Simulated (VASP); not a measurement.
Write the native input for VASP 6.6.1 that does the following.

* Task: single point
* Functional: PBEsol
* Potentials or basis: VASP PAW PBE potentials, release 64 (Ta_sv_GW, N)
* Cutoff: 700 eV
* k mesh: 18 × 18 × 16
* Occupations: gaussian, width 0.15 eV
* Spin: no spin polarisation
* Dipole correction: no
* Further INCAR settings: ALGO = Normal; EDIFF = 1e-06; NBANDS = 16

The structure of TaN lies in POSCAR:

```
TaN
1.0
    2.8144000000      0.0000000000      0.0000000000
   -1.4072000000      2.4373418964      0.0000000000
    0.0000000000      0.0000000000      2.7990000000
Ta N
1 1
Direct
    0.3333333333      0.6666666667      0.5000000000
    0.0000000000      0.0000000000      0.0000000000
```

These files were run (other wordings do the same):

INCAR

```
SYSTEM = TaN
ALGO = Normal
EDIFF = 1E-6
ENCUT = 700
GGA = PS
GGA_COMPAT = .FALSE.
ISIF = 2
ISMEAR = 0
LASPH = .TRUE.
LCHARG = .FALSE.
LREAL = .FALSE.
LWAVE = .FALSE.
NBANDS = 16
NELM = 120
PREC = Accurate
SIGMA = 0.15
```

KPOINTS

```
k-points
0
G
  18 18 16
  0 0 0
```

Potentials or basis: VASP PAW PBE potentials, release 64 (Ta_sv_GW, N).

Command:

```bash
$ cat potpaw_PBE.64/Ta_sv_GW/POTCAR potpaw_PBE.64/N/POTCAR > POTCAR
$ mpirun -np 1 vasp_std > vasp.out
```

Results of the run:

The pressure is 45.9 GPa and the band gap on the k mesh is zero (bands 9 and 10 overlap by 0.52 eV).

Caveat: the cell stands under pressure; the PAW data sets were made with another functional, which shifts forces and pressure a little; spin-orbit coupling is left out, which moves the levels of the heavy elements.

Wall time 42 s on 1 thread of Intel(R) Xeon(R) 6975P-C (Granite Rapids), with other jobs on the host, peak memory 0.29 GiB.
